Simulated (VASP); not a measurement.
A run of VASP 6.6.1 is set up as follows.

POSCAR

```
PbSe
1.0
    0.0000000000      3.1007947046      3.1007947046
    3.1007947046      0.0000000000      3.1007947046
    3.1007947046      3.1007947046      0.0000000000
Pb Se
1 1
Direct
    0.0000000000      0.0000000000      0.0000000000
    0.5000000000      0.5000000000      0.5000000000
```

INCAR.step1

```
SYSTEM = PbSe
PREC = Accurate
ENCUT = 550
ISMEAR = 0
SIGMA = 0.02
LREAL = .FALSE.
LASPH = .TRUE.
NELM = 120
NBANDS = 17
GGA = PE
ALGO = Normal
EDIFF = 1E-5
LWAVE = .TRUE.
LCHARG = .FALSE.
GGA_COMPAT = .FALSE.
```

INCAR.step2

```
SYSTEM = PbSe
PREC = Accurate
ENCUT = 550
EDIFF = 1E-6
ISMEAR = 0
SIGMA = 0.02
LREAL = .FALSE.
LASPH = .TRUE.
NELM = 120
ALGO = Normal
ISIF = 2
LWAVE = .FALSE.
LCHARG = .FALSE.
METAGGA = R2SCAN
LMIXTAU = .TRUE.
LUSE_VDW = .TRUE.
IVDW_NL = 2
BPARAM = 11.95
CPARAM = 0.0093
NBANDS = 17
ISTART = 1
GGA_COMPAT = .FALSE.
```

Contents of KPOINTS:

```
Automatic mesh
0
G
  10 10 10
  0 0 0
```

Potentials or basis: VASP PAW PBE potentials, release 64 (Pb_d, Se).

The run is started by

```bash
$ cat potpaw_PBE.64/Pb_d/POTCAR potpaw_PBE.64/Se/POTCAR > POTCAR
$ cp INCAR.step1 INCAR
$ mpirun -np 1 vasp_std > vasp.out
$ cp INCAR.step2 INCAR
$ mpirun -np 1 vasp_std > vasp.out
```

(1) What does it give for the pressure?

(2) Predict the band gap on the k mesh.

Results:

(1) -1.3 GPa.

(2) 0.67 eV.

Caveat: the PAW data sets were made with another functional, which shifts forces and pressure a little; spin-orbit coupling is left out, which moves the levels of the heavy elements.
